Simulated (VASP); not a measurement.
# Ge (Cmcm) in VASP: single point with PBE-based screened hybrid with 25 % exact exchange

Aim: the single point of Ge with PBE-based screened hybrid with 25 % exact exchange.

All numbers are computed with VASP 6.6.1; they aren't measurements. Logs are shortened: lines on timing, memory, paths and dates and some standing lists are left out, and cuts for length are marked.

## 1. The cell of the first run

The typed cell holds 2 atoms: a = 3.002 Å, b = 3.002 Å, c = 4.908 Å, α = 90.00°, β = 90.00°, γ = 120.29°.

## 2. Single point, PBE-based screened hybrid with 25 % exact exchange

Contents of POSCAR:

```
Ge
1.0
    1.4946640368     -2.6039747426      0.0000000000
    1.4946640368      2.6039747426      0.0000000000
    0.0000000000      0.0000000000      4.9078309722
Ge
2
Direct
    0.2501428341      0.7498571659      0.2500000000
    0.7498571659      0.2501428341      0.7500000000
```

Contents of INCAR.step1:

```
ALGO = Normal
EDIFF = 1E-5
ENCUT = 520
GGA = PE
ISIF = 2
ISMEAR = -1
LASPH = True
LREAL = False
LWAVE = True
NBANDS = 21
NELM = 60
PREC = Accurate
SIGMA = 0.05
```

Contents of INCAR.step2:

```
AEXX = 0.25
ALGO = Normal
EDIFF = 1E-6
ENCUT = 520
GGA = PE
HFSCREEN = 0.3
ISIF = 2
ISMEAR = -1
ISTART = 1
LASPH = True
LCHARG = True
LELF = True
LHFCALC = True
LREAL = False
LVHAR = True
LWAVE = False
NBANDS = 21
NELM = 60
PREC = Accurate
PRECFOCK = Normal
SIGMA = 0.05
```

Contents of KPOINTS:

```
k-points
0
Gamma
  5 5 3
```

Potentials or basis: VASP PAW PBE potentials, release 64 (Ge_d).

The run is started by

```sh
$ cat potpaw_PBE.64/Ge_d/POTCAR > POTCAR
$ cp INCAR.step1 INCAR
$ mpirun -np 1 vasp_std > vasp.out
$ cp INCAR.step2 INCAR
$ mpirun -np 1 vasp_std > vasp.out
```

OUTCAR:

```text
AEXX = 0.25
   EDIFF = 1E-6
   ENCUT = 520
   GGA = PE
   HFSCREEN = 0.3
   ISIF = 2
   ISMEAR = -1
   ISTART = 1
   LASPH = True
   LHFCALC = True
   LREAL = False
   NELM = 60
   PREC = Accurate
   PRECFOCK = Normal

 ion  position               nearest neighbor table
   1  0.250  0.750  0.250-   2 2.87   2 2.87   2 2.87   2 2.87
   2  0.750  0.250  0.750-   1 2.87   1 2.87   1 2.87   1 2.87

  LATTYP: Found a base centered orthorhombic cell.
 ALAT       =     2.9893280736
 B/A-ratio  =     1.7421806362
 C/A-ratio  =     1.6417839900

  Lattice vectors:

 A1 = (   1.4946640368,  -2.6039747426,   0.0000000000)
 A2 = (   1.4946640368,   2.6039747426,   0.0000000000)
 A3 = (   0.0000000000,   0.0000000000,   4.9078309722)

Analysis of symmetry for initial positions (statically):
=====================================================================
 Subroutine PRICEL returns:
 Original cell was already a primitive cell.

 Routine SETGRP: Setting up the symmetry group for a
 base centered orthorhombic supercell.

 Subroutine GETGRP returns: Found  8 space group operations
 (whereof  4 operations were pure point group operations)
 out of a pool of  8 trial point group operations.

The static configuration has the point symmetry C_2h.
 The point group associated with its full space group is D_2h.

Analysis of symmetry for dynamics (positions and initial velocities):
=====================================================================
 Subroutine PRICEL returns:
 Original cell was already a primitive cell.

 Routine SETGRP: Setting up the symmetry group for a
 base centered orthorhombic supercell.

 Subroutine GETGRP returns: Found  8 space group operations
 (whereof  4 operations were pure point group operations)
 out of a pool of  8 trial point group operations.

The dynamic configuration has the point symmetry C_2h.
 The point group associated with its full space group is D_2h.

 Subroutine INISYM returns: Found  8 space group operations
 (whereof  4 operations are pure point group operations),
 and found     1 'primitive' translations

----------------------------------------------------------------------------------------

                                     Primitive cell

  volume of cell :      38.2032

  direct lattice vectors                    reciprocal lattice vectors
     1.494664037 -2.603974743  0.000000000     0.334523336 -0.192014151  0.000000000
     1.494664037  2.603974743  0.000000000     0.334523336  0.192014151  0.000000000
     0.000000000  0.000000000  4.907830972     0.000000000  0.000000000  0.203755998

  length of vectors
     3.002449840  3.002449840  4.907830972     0.385714009  0.385714009  0.203755998

  position of ions in fractional coordinates (direct lattice)
     0.250142834  0.749857166  0.250000000
     0.749857166  0.250142834  0.750000000

  ion indices of the primitive-cell ions
   primitive index   ion index
                 1           1
                 2           2

----------------------------------------------------------------------------------------

 KPOINTS: k-points

Automatic generation of k-mesh.
 Grid dimensions read from file:
 generate k-points for:    5    5    3

 Generating k-lattice:

  Cartesian coordinates                     Fractional coordinates (reciprocal lattice)
     0.066904667 -0.038402830  0.000000000     0.200000000 -0.000000000  0.000000000
     0.066904667  0.038402830  0.000000000    -0.000000000  0.200000000  0.000000000
     0.000000000  0.000000000  0.067918666     0.000000000  0.000000000  0.333333333

  Length of vectors
     0.077142802  0.077142802  0.067918666

  Shift w.r.t. Gamma in fractional coordinates (k-lattice)
     0.000000000  0.000000000  0.000000000

 Subroutine IBZKPT returns following result:
 ===========================================

 Found     18 irreducible k-points:

 Following reciprocal coordinates:
            Coordinates               Weight
  0.000000  0.000000  0.000000      1.000000
  0.200000  0.000000  0.000000      4.000000
  0.400000  0.000000  0.000000      4.000000
  0.200000  0.200000  0.000000      2.000000
  0.400000  0.200000  0.000000      4.000000
 -0.400000  0.200000  0.000000      4.000000
[... 10 lines left out ...]
  0.400000  0.400000  0.333333      4.000000
 -0.400000  0.400000  0.333333      4.000000
   k-points           NKPTS =     18   k-points in BZ     NKDIM =     75   number of bands    NBANDS=     21
   number of dos      NEDOS =    301   number of ions     NIONS =      2
   total plane-waves  NPLWV =  23040
   dimension x,y,z NGX =    24 NGY =   24 NGZ =   40
   dimension x,y,z NGXF=    48 NGYF=   48 NGZF=   80
   ions per type =               2
   NGX,Y,Z   is equivalent  to a cutoff of  13.29, 13.29, 13.55 a.u.
   NGXF,Y,Z  is equivalent  to a cutoff of  26.58, 26.58, 27.10 a.u.
 SYSTEM =  unknown system
   PREC   = accura    normal or accurate (medium, high low for compatibility)
   ISTART =      1    job   : 0-new  1-cont  2-samecut
   ICHARG =      0    charge: 1-file 2-atom 10-const
   ISPIN  =      1    spin polarized calculation?
   LNONCOLLINEAR =      F non collinear calculations
   LSORBIT =      F    spin-orbit coupling
   LASPH  =      T    aspherical Exc in radial PAW
   ENCUT  =  520.0 eV  38.22 Ry    6.18 a.u.   5.58  5.58  9.13*2*pi/ulx,y,z
   NELM   =     60;   NELMIN=  2; NELMDL=  0     # of ELM steps
   EDIFF  = 0.1E-05   stopping-criterion for ELM
   LREAL  =      F    real-space projection
   EDIFFG = 0.1E-04   stopping-criterion for IOM
   NSW    =      0    number of steps for IOM
   IBRION =     -1    ionic relax: 0-MD 1-quasi-New 2-CG
   NFREE  =      0    steps in history (QN), initial steepest desc. (CG)
   ISIF   =      2    stress and relaxation
   ISYM   =      3    0-nonsym 1-usesym 2-fastsym
   POTIM  = 0.5000    time-step for ionic-motion
   TEBEG  =    0.0;   TEEND  =   0.0 temperature during run
   PSTRESS=    0.0 pullay stress
   NELECT =      28.0000    total number of electrons
   NUPDOWN=      -1.0000    fix difference up-down
   EMIN   =  10.00;   EMAX   =-10.00  energy-range for DOS
   EFERMI =   0.00;   METHOD = LEGACY
   ISMEAR =    -1;   SIGMA  =   0.05  broadening in eV -4-tet -1-fermi 0-gaus
   EFERMI_NEDOS =   21; number of points for ismear=-14 and -15
   IALGO  =     38    algorithm
   IMIX   =      1    mixing-type and parameters
     AMIX     =   0.40;   BMIX     =  1.00
     AMIX_MAG =   1.60;   BMIX_MAG =  1.00
  volume/ion in A,a.u.               =      19.10       128.90
  Fermi-wavevector in a.u.,A,eV,Ry     =   1.476027  2.789286 29.642396  2.178655
  Thomas-Fermi vector in A             =   2.590604
   LORBIT       =      0    0 simple, 1 ext, 2 COOP (PROOUT), +10 PAW based schemes
   GGA     = PE    functional components
   LHFCALC =     T    Hartree Fock is set to
   PRECFOCK=normal    Normal, Fast or Accurate (Low or Medium for compatibility)
   ENCUT4O =  -1.0   cutoff for four orbital integrals eV
   NKREDX  =     1    reduce k-point grid by
   NKREDY  =     1    reduce k-point grid by
   NKREDZ  =     1    reduce k-point grid by
   AEXX    =    0.2500 exact exchange contribution
   HFSCREEN=    0.3000 screening length (either q_TF or 0.3 A-1)
   HFSCREENC=   0.3000 screening length for correlation (either q_TF or 0.3 A-1)
   ENCUTFOCK=  -1.0 apply spherical cutoff to Coloumb kernel
   IVDW    =     0    specifies the selected vdW correction
   LEPSILON=     F    determine dielectric tensor
   LRPA    =     F    only Hartree local field effects (RPA)
 non-spin polarized calculation
  energy-cutoff  :      520.00
  volume of cell :       38.20
 maximum number of plane-waves:      1040
 NGX is ok and might be reduce to    24
  NGX = 18; NGY = 18; NGZ = 28

 number of electron      28.0000031 magnetization

 Free energy of the ion-electron system (eV)
  ---------------------------------------------------
  ext. energy  EPLUGINS =         0.00000000
  ---------------------------------------------------
  free energy    TOTEN  =        -9.41370076 eV

  energy without entropy =       -9.40978415  energy(sigma->0) =       -9.41174245

 E-fermi :   6.6388     XC(G=0):  -9.3839

 val. band max:        6.0560614510   @ k =  -0.4000   0.2000   0.3333
 cond. band min:       6.7092239491   @ k =   0.2000   0.2000   0.3333
 fundamental gap:      0.6531624982
 Fermi energy:         6.6387978637

 k-point     1 :       0.0000    0.0000    0.0000
  band No.  band energies     occupation
      1     -21.4079      2.00000
      2     -21.3950      2.00000
      3     -21.3832      2.00000
      4     -21.3651      2.00000
      5     -21.3472      2.00000
      6     -21.3447      2.00000
[... 13 lines left out ...]
     20      18.8204      0.00000
     21      19.6956      0.00000

 k-point     2 :       0.2000    0.0000    0.0000
  band No.  band energies     occupation
      1     -21.3940      2.00000
      2     -21.3841      2.00000
      3     -21.3679      2.00000
      4     -21.3659      2.00000
      5     -21.3409      2.00000
      6     -21.3276      2.00000
[... 13 lines left out ...]
     20      19.4594      0.00000
     21      20.3365      0.00000

 k-point     3 :       0.4000    0.0000    0.0000
  band No.  band energies     occupation
      1     -21.3908      2.00000
      2     -21.3848      2.00000
      3     -21.3768      2.00000
      4     -21.3465      2.00000
      5     -21.3195      2.00000
      6     -21.3180      2.00000
[... 13 lines left out ...]
     20      17.8425      0.00000
     21      19.7207      0.00000
[... 313 lines left out ...]
 k-point    17 :       0.4000    0.4000    0.3333
  band No.  band energies     occupation
      1     -21.3924      2.00000
      2     -21.3795      2.00000
      3     -21.3640      2.00000
      4     -21.3517      2.00000
      5     -21.3357      2.00000
      6     -21.3288      2.00000
[... 13 lines left out ...]
     20      18.9944      0.00000
     21      20.0395      0.00000

 k-point    18 :      -0.4000    0.4000    0.3333
  band No.  band energies     occupation
      1     -21.4070      2.00000
      2     -21.3803      2.00000
      3     -21.3649      2.00000
      4     -21.3623      2.00000
      5     -21.3392      2.00000
      6     -21.3241      2.00000
[... 13 lines left out ...]
     20      15.3994      0.00000
     21      17.1728      0.00000

------------------------ aborting loop because EDIFF is reached ----------------------------------------

  FORCE on cell =-STRESS in cart. coord.  units (eV):
  Direction    XX          YY          ZZ          XY          YZ          ZX
  --------------------------------------------------------------------------------------
  -------------------------------------------------------------------------------------
  Total        0.0349834      0.0345639      0.0364861      0.0000000      0.0000000      0.0000000
  in kB        1.4671423      1.4495488      1.5301662      0.0000000      0.0000000      0.0000000
  external PRESSURE =       1.4822858 kB  Pullay stress =       0.0000000 kB

 VOLUME and BASIS-vectors are now :
 -----------------------------------------------------------------------------
  energy-cutoff  :      520.00
  volume of cell :       38.20
      direct lattice vectors                 reciprocal lattice vectors
     1.494664037 -2.603974743  0.000000000     0.334523336 -0.192014151  0.000000000
     1.494664037  2.603974743  0.000000000     0.334523336  0.192014151  0.000000000
     0.000000000  0.000000000  4.907830972     0.000000000  0.000000000  0.203755998

 POSITION                                       TOTAL-FORCE (eV/Angst)
 -----------------------------------------------------------------------------------
      1.49466      1.30124      1.22696         0.000000      0.000131     -0.000000
      1.49466     -1.30124      3.68087         0.000000     -0.000131      0.000000
 -----------------------------------------------------------------------------------
    total drift:                               -0.000000     -0.000000      0.000000

  FREE ENERGIE OF THE ION-ELECTRON SYSTEM (eV)
  ---------------------------------------------------
  free  energy   TOTEN  =        -9.4137007562 eV

  energy  without entropy=       -9.4097841483  energy(sigma->0) =       -9.41174245
```

Wall time 62 min (1 thread of Intel Xeon Platinum 8375C at 2.90GHz (Ice Lake), shared host); peak memory 0.26 GiB.

Results:

- Free energy: -9.4137 eV
- Pressure: 0.1 GPa
- Band gap on the k mesh: zero (bands 14 and 15 overlap by 8.07 eV)

Levels at points of the mesh, in eV from the Fermi level:
```csv
k point,band 12,band 13,band 14,band 15,band 16,band 17
"(0.00, 0.00, 0.00)",-8.66,-6.16,6.63,7.77,9.31,9.95
```

Caveat: the k points lie up to 0.48 Å⁻¹ apart, too coarse for converged energies and pressures of a metal; the PAW data sets were made with another functional, which shifts forces and pressure a little.

The gap in the log of VASP goes by the Fermi energy; the results here count the filled bands.